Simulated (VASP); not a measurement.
# Li3YIr3Pd (R-3m) in VASP: single point with PBE

Aim: the single point of Li3YIr3Pd with PBE.

All numbers are computed with VASP 6.6.1; they aren't measurements. Logs are shortened: lines on timing, memory, paths and dates and some standing lists are left out, and cuts for length are marked.

## 1. The cell of the first run

Symmetry: R-3m, No. 166, trigonal system. Conventional cell: a = 5.649 Å, b = 5.649 Å, c = 13.188 Å, α = 90.00°, β = 90.00°, γ = 120.00°. Li (site symmetry 2/m) has 4 Ir at 2.74 Å and 2 Pd at 2.74 Å and 2 Y at 2.82 Å and 4 Li at 2.82 Å within 3.6 Å. Y (site symmetry -3m) has 6 Ir at 2.74 Å and 6 Li at 2.82 Å within 3.6 Å. Pd (site symmetry -3m) has 6 Li at 2.74 Å and 6 Ir at 2.82 Å within 3.6 Å. Ir (site symmetry 2/m) has 4 Li at 2.74 Å and 2 Y at 2.74 Å and 2 Pd at 2.82 Å and 4 Ir at 2.82 Å within 3.6 Å.

## 2. Single point, PBE

File INCAR:

```
SYSTEM = Li3YIr3Pd
PREC = Accurate
ENCUT = 1000
EDIFF = 1E-6
ISMEAR = 0
SIGMA = 0.1
LREAL = .FALSE.
LASPH = .TRUE.
NELM = 300
ALGO = All
ISIF = 2
LWAVE = .FALSE.
LCHARG = .FALSE.
GGA = PE
NBANDS = 38
GGA_COMPAT = .FALSE.
ISEARCH = 1
KPAR = 4
```

File KPOINTS:

```
regular mesh
0
G
  6 6 6
  0 0 0
```

File POSCAR:

```
Li3YIr3Pd
1.0
    2.8246110777      1.6307899661      4.3961101860
   -2.8246110777      1.6307899661      4.3961101860
    0.0000000000     -3.2615799322      4.3961101860
Li Y Pd Ir
3 1 1 3
Direct
    0.0000000000      0.0000000000      0.5000000000
    0.5000000000      0.0000000000      0.0000000000
    0.0000000000      0.5000000000      0.0000000000
    0.5000000000      0.5000000000      0.5000000000
    0.0000000000      0.0000000000      0.0000000000
    0.5000000000      0.5000000000      0.0000000000
    0.0000000000      0.5000000000      0.5000000000
    0.5000000000      0.0000000000      0.5000000000
```

Potentials or basis: VASP PAW PBE potentials, release 64 (Li_sv, Y_sv, Pd, Ir).

Run with:

```bash
$ cat potpaw_PBE.64/Li_sv/POTCAR potpaw_PBE.64/Y_sv/POTCAR potpaw_PBE.64/Pd/POTCAR potpaw_PBE.64/Ir/POTCAR > POTCAR
$ mpirun -np 4 vasp_std > vasp.out
```

OUTCAR:

```text
SYSTEM = Li3YIr3Pd
   PREC = Accurate
   ENCUT = 1000
   EDIFF = 1E-6
   ISMEAR = 0
   LREAL = .FALSE.
   LASPH = .TRUE.
   NELM = 300
   ISIF = 2
   GGA = PE

 ion  position               nearest neighbor table
   1  0.000  0.000  0.500-   7 2.74   8 2.74   7 2.74   8 2.74   5 2.74   5 2.74   4 2.82   4 2.82

   2  0.500  0.000  0.000-   5 2.74   6 2.74   6 2.74   5 2.74   8 2.74   8 2.74   4 2.82   4 2.82

   3  0.000  0.500  0.000-   5 2.74   6 2.74   5 2.74   6 2.74   7 2.74   7 2.74   4 2.82   4 2.82

   4  0.500  0.500  0.500-   7 2.74   8 2.74   8 2.74   7 2.74   6 2.74   6 2.74   1 2.82   1 2.82
                             2 2.82   3 2.82   3 2.82   2 2.82
   5  0.000  0.000  0.000-   2 2.74   3 2.74   3 2.74   2 2.74   1 2.74   1 2.74   6 2.82   6 2.82
                             7 2.82   7 2.82   8 2.82   8 2.82
   6  0.500  0.500  0.000-   2 2.74   3 2.74   2 2.74   3 2.74   4 2.74   4 2.74   5 2.82   5 2.82
                             8 2.82   7 2.82   8 2.82   7 2.82
   7  0.000  0.500  0.500-   1 2.74   4 2.74   1 2.74   4 2.74   3 2.74   3 2.74   8 2.82   8 2.82
                             6 2.82   5 2.82   6 2.82   5 2.82
   8  0.500  0.000  0.500-   1 2.74   4 2.74   4 2.74   1 2.74   2 2.74   2 2.74   7 2.82   7 2.82
                             6 2.82   5 2.82   5 2.82   6 2.82

  LATTYP: Found a trigonal (rhomboedric) cell.
 ALAT       =     5.4739097929
 COS(alpha) =     0.4674602387

  Lattice vectors:

 A1 = (   2.8246110777,   1.6307899661,   4.3961101860)
 A2 = (  -2.8246110777,   1.6307899661,   4.3961101860)
 A3 = (   0.0000000000,  -3.2615799322,   4.3961101860)

Analysis of symmetry for initial positions (statically):
=====================================================================
 Subroutine PRICEL returns:
 Original cell was already a primitive cell.

 Routine SETGRP: Setting up the symmetry group for a
 trigonal (rhombohedral) supercell.

 Subroutine GETGRP returns: Found 12 space group operations
 (whereof 12 operations were pure point group operations)
 out of a pool of 12 trial point group operations.

The static configuration has the point symmetry D_3d.

Analysis of symmetry for dynamics (positions and initial velocities):
=====================================================================
 Subroutine PRICEL returns:
 Original cell was already a primitive cell.

 Routine SETGRP: Setting up the symmetry group for a
 trigonal (rhombohedral) supercell.

 Subroutine GETGRP returns: Found 12 space group operations
 (whereof 12 operations were pure point group operations)
 out of a pool of 12 trial point group operations.

The dynamic configuration has the point symmetry D_3d.

 Subroutine INISYM returns: Found 12 space group operations
 (whereof 12 operations are pure point group operations),
 and found     1 'primitive' translations

----------------------------------------------------------------------------------------

                                     Primitive cell

  volume of cell :     121.5001

  direct lattice vectors                    reciprocal lattice vectors
     2.824611078  1.630789966  4.396110186     0.177015520  0.102199958  0.075824608
    -2.824611078  1.630789966  4.396110186    -0.177015520  0.102199958  0.075824608
     0.000000000 -3.261579932  4.396110186     0.000000000 -0.204399917  0.075824608

  length of vectors
     5.473909793  5.473909793  5.473909793     0.218010773  0.218010773  0.218010773

  position of ions in fractional coordinates (direct lattice)
     0.000000000  0.000000000  0.500000000
     0.500000000  0.000000000  0.000000000
     0.000000000  0.500000000  0.000000000
     0.500000000  0.500000000  0.500000000
     0.000000000  0.000000000  0.000000000
     0.500000000  0.500000000  0.000000000
     0.000000000  0.500000000  0.500000000
     0.500000000  0.000000000  0.500000000

  ion indices of the primitive-cell ions
   primitive index   ion index
                 1           1
                 2           2
                 3           3
                 4           4
                 5           5
                 6           6
                 7           7
                 8           8

----------------------------------------------------------------------------------------

 KPOINTS: regular mesh

Automatic generation of k-mesh.
 Grid dimensions read from file:
 generate k-points for:    6    6    6

 Generating k-lattice:

  Cartesian coordinates                     Fractional coordinates (reciprocal lattice)
     0.029502587  0.017033326  0.012637435     0.166666667  0.000000000  0.000000000
    -0.029502587  0.017033326  0.012637435     0.000000000  0.166666667  0.000000000
     0.000000000 -0.034066653  0.012637435     0.000000000  0.000000000  0.166666667

  Length of vectors
     0.036335129  0.036335129  0.036335129

  Shift w.r.t. Gamma in fractional coordinates (k-lattice)
     0.000000000  0.000000000  0.000000000

 Subroutine IBZKPT returns following result:
 ===========================================

 Found     32 irreducible k-points:

 Following reciprocal coordinates:
            Coordinates               Weight
  0.000000  0.000000  0.000000      1.000000
  0.166667  0.000000  0.000000      6.000000
  0.333333  0.000000  0.000000      6.000000
  0.500000 -0.000000  0.000000      3.000000
  0.166667  0.166667  0.000000      6.000000
  0.333333  0.166667  0.000000     12.000000
[... 16 lines left out ...]
  0.500000  0.500000  0.166667      6.000000
 -0.333333  0.500000  0.166667     12.000000
 [... further k-points ...]
   k-points           NKPTS =     32   k-points in BZ     NKDIM =     32   number of bands    NBANDS=     38
   number of dos      NEDOS =    301   number of ions     NIONS =      8
   total plane-waves  NPLWV = 175616
   dimension x,y,z NGX =    56 NGY =   56 NGZ =   56
   dimension x,y,z NGXF=   112 NGYF=  112 NGZF=  112
   ions per type =               3   1   1   3
   NGX,Y,Z   is equivalent  to a cutoff of  17.01, 17.01, 17.01 a.u.
   NGXF,Y,Z  is equivalent  to a cutoff of  34.02, 34.02, 34.02 a.u.
 SYSTEM =  Li3YIr3Pd
   PREC   = accura    normal or accurate (medium, high low for compatibility)
   ISTART =      0    job   : 0-new  1-cont  2-samecut
   ICHARG =      2    charge: 1-file 2-atom 10-const
   ISPIN  =      1    spin polarized calculation?
   LNONCOLLINEAR =      F non collinear calculations
   LSORBIT =      F    spin-orbit coupling
   LASPH  =      T    aspherical Exc in radial PAW
   ENCUT  = 1000.0 eV  73.50 Ry    8.57 a.u.  14.11 14.11 14.11*2*pi/ulx,y,z
   NELM   =    300;   NELMIN=  2; NELMDL= -5     # of ELM steps
   EDIFF  = 0.1E-05   stopping-criterion for ELM
   LREAL  =      F    real-space projection
   EDIFFG = 0.1E-04   stopping-criterion for IOM
   NSW    =      0    number of steps for IOM
   IBRION =     -1    ionic relax: 0-MD 1-quasi-New 2-CG
   NFREE  =      0    steps in history (QN), initial steepest desc. (CG)
   ISIF   =      2    stress and relaxation
   ISYM   =      2    0-nonsym 1-usesym 2-fastsym
   POTIM  = 0.5000    time-step for ionic-motion
   TEBEG  =    0.0;   TEEND  =   0.0 temperature during run
   PSTRESS=    0.0 pullay stress
   NELECT =      57.0000    total number of electrons
   NUPDOWN=      -1.0000    fix difference up-down
   EMIN   =  10.00;   EMAX   =-10.00  energy-range for DOS
   EFERMI =   0.00;   METHOD = LEGACY
   ISMEAR =     0;   SIGMA  =   0.10  broadening in eV -4-tet -1-fermi 0-gaus
   EFERMI_NEDOS =   21; number of points for ismear=-14 and -15
   IALGO  =     58    algorithm
   IMIX   =      4    mixing-type and parameters
     AMIX     =   0.40;   BMIX     =  1.00
     AMIX_MAG =   1.60;   BMIX_MAG =  1.00
  volume/ion in A,a.u.               =      15.19       102.49
  Fermi-wavevector in a.u.,A,eV,Ry     =   1.272060  2.403845 22.016087  1.618137
  Thomas-Fermi vector in A             =   2.404959
   LORBIT       =      0    0 simple, 1 ext, 2 COOP (PROOUT), +10 PAW based schemes
   GGA     = PE    functional components
   LHFCALC =     F    Hartree Fock is set to
   AEXX    =    0.0000 exact exchange contribution
   IVDW    =     0    specifies the selected vdW correction
   LEPSILON=     F    determine dielectric tensor
   LRPA    =     F    only Hartree local field effects (RPA)
 non-spin polarized calculation
 Gauss-broadening in eV      SIGMA  =   0.10
  energy-cutoff  :     1000.00
  volume of cell :      121.50
 maximum number of plane-waves:      8776
   NGX = 29   NGY = 29   NGZ = 29

 number of electron      57.0000009 magnetization

 Free energy of the ion-electron system (eV)
  ---------------------------------------------------
  ext. energy  EPLUGINS =         0.00000000
  ---------------------------------------------------
  free energy    TOTEN  =       -46.07046136 eV

  energy without entropy =      -46.03767374  energy(sigma->0) =      -46.05406755

 E-fermi :   5.7828     XC(G=0): -11.3302

 val. band max:        5.7744921631   @ k =  -0.3333   0.5000   0.1667
 cond. band min:       5.7828102473   @ k =   0.5000   0.3333   0.0000
 fundamental gap:      0.0083180843
 Fermi energy:         5.7827857775

 k-point     1 :       0.0000    0.0000    0.0000
  band No.  band energies     occupation
      1     -39.7912      2.00000
      2     -39.7666      2.00000
      3     -39.7666      2.00000
      4     -36.0031      2.00000
      5     -16.2208      2.00000
      6     -16.2208      2.00000
[... 30 lines left out ...]
     37       9.4077      0.00000
     38       9.6294      0.00000

 k-point     2 :       0.1667    0.0000    0.0000
  band No.  band energies     occupation
      1     -39.7897      2.00000
      2     -39.7680      2.00000
      3     -39.7666      2.00000
      4     -36.0024      2.00000
      5     -16.2273      2.00000
      6     -16.2209      2.00000
[... 30 lines left out ...]
     37       9.5982      0.00000
     38      10.0551      0.00000

 k-point     3 :       0.3333    0.0000    0.0000
  band No.  band energies     occupation
      1     -39.7857      2.00000
      2     -39.7717      2.00000
      3     -39.7665      2.00000
      4     -36.0011      2.00000
      5     -16.2438      2.00000
      6     -16.2211      2.00000
[... 30 lines left out ...]
     37       9.7369      0.00000
     38      10.3992      0.00000

 k-point     4 :       0.5000   -0.0000    0.0000
  band No.  band energies     occupation
      1     -39.7824      2.00000
      2     -39.7748      2.00000
      3     -39.7665      2.00000
      4     -36.0004      2.00000
      5     -16.2538      2.00000
      6     -16.2212      2.00000
[... 30 lines left out ...]
     37       9.6441      0.00000
     38      10.8298      0.00000
[... 703 lines left out ...]
      4     -35.9995      2.00000
      5     -16.2462      2.00000
      6     -16.2298      2.00000
[... 30 lines left out ...]
     37      10.6519      0.00000
     38      11.3571      0.00000

 k-point    23 :       0.5000    0.5000    0.1667
  band No.  band energies     occupation
      1     -39.7853      2.00000
      2     -39.7715      2.00000
      3     -39.7665      2.00000
      4     -35.9956      2.00000
      5     -16.2638      2.00000
      6     -16.2529      2.00000
[... 30 lines left out ...]
     37       9.7386      0.00000
     38      11.3309      0.00000

 k-point    24 :      -0.3333    0.5000    0.1667
  band No.  band energies     occupation
      1     -39.7823      2.00000
      2     -39.7744      2.00000
      3     -39.7666      2.00000
      4     -35.9968      2.00000
      5     -16.2597      2.00000
      6     -16.2439      2.00000
[... 30 lines left out ...]
     37      10.3490      0.00000
     38      11.9305      0.00000

 [... further k-points ...]

------------------------ aborting loop because EDIFF is reached ----------------------------------------

  FORCE on cell =-STRESS in cart. coord.  units (eV):
  Direction    XX          YY          ZZ          XY          YZ          ZX
  --------------------------------------------------------------------------------------
  -------------------------------------------------------------------------------------
  Total        0.0228406      0.0228406     -0.1332974     -0.0000000      0.0000000      0.0000000
  in kB        0.3011911      0.3011911     -1.7577446     -0.0000000      0.0000000      0.0000000
  external PRESSURE =      -0.3851208 kB  Pullay stress =       0.0000000 kB

 VOLUME and BASIS-vectors are now :
 -----------------------------------------------------------------------------
  energy-cutoff  :     1000.00
  volume of cell :      121.50
      direct lattice vectors                 reciprocal lattice vectors
     2.824611078  1.630789966  4.396110186     0.177015520  0.102199958  0.075824608
    -2.824611078  1.630789966  4.396110186    -0.177015520  0.102199958  0.075824608
     0.000000000 -3.261579932  4.396110186     0.000000000 -0.204399917  0.075824608

 POSITION                                       TOTAL-FORCE (eV/Angst)
 -----------------------------------------------------------------------------------
      0.00000     -1.63079      2.19806        -0.000000      0.000000      0.000000
      1.41231      0.81539      2.19806         0.000000      0.000000      0.000000
     -1.41231      0.81539      2.19806        -0.000000     -0.000000     -0.000000
      0.00000      0.00000      6.59417        -0.000000     -0.000000      0.000000
      0.00000      0.00000      0.00000         0.000000      0.000000     -0.000000
      0.00000      1.63079      4.39611         0.000000     -0.000000     -0.000000
     -1.41231     -0.81539      4.39611         0.000000      0.000000     -0.000000
      1.41231     -0.81539      4.39611         0.000000     -0.000000     -0.000000
 -----------------------------------------------------------------------------------
    total drift:                               -0.000000     -0.000000      0.000000

  FREE ENERGIE OF THE ION-ELECTRON SYSTEM (eV)
  ---------------------------------------------------
  free  energy   TOTEN  =       -46.0704613573 eV

  energy  without entropy=      -46.0376732710  energy(sigma->0) =      -46.05406731
```

Run time: 4.8 min. Hardware: 4 MPI ranks of Intel Xeon Platinum 8375C at 2.90GHz (Ice Lake), shared host; peak memory 1.1 GiB.

Results:

| Quantity | Value |
| --- | --- |
| Free energy | -46.0705 eV |
| Pressure | 0.0 GPa |
| Band gap on the k mesh | zero (an odd number of electrons rules out a gap without spin polarisation) |

Stress tensor (GPa, compression positive):
```
 0.03  0.00  0.00
 0.00  0.03  0.00
 0.00  0.00 -0.18
```

Caveat: spin-orbit coupling is left out, which moves the levels of the heavy elements.
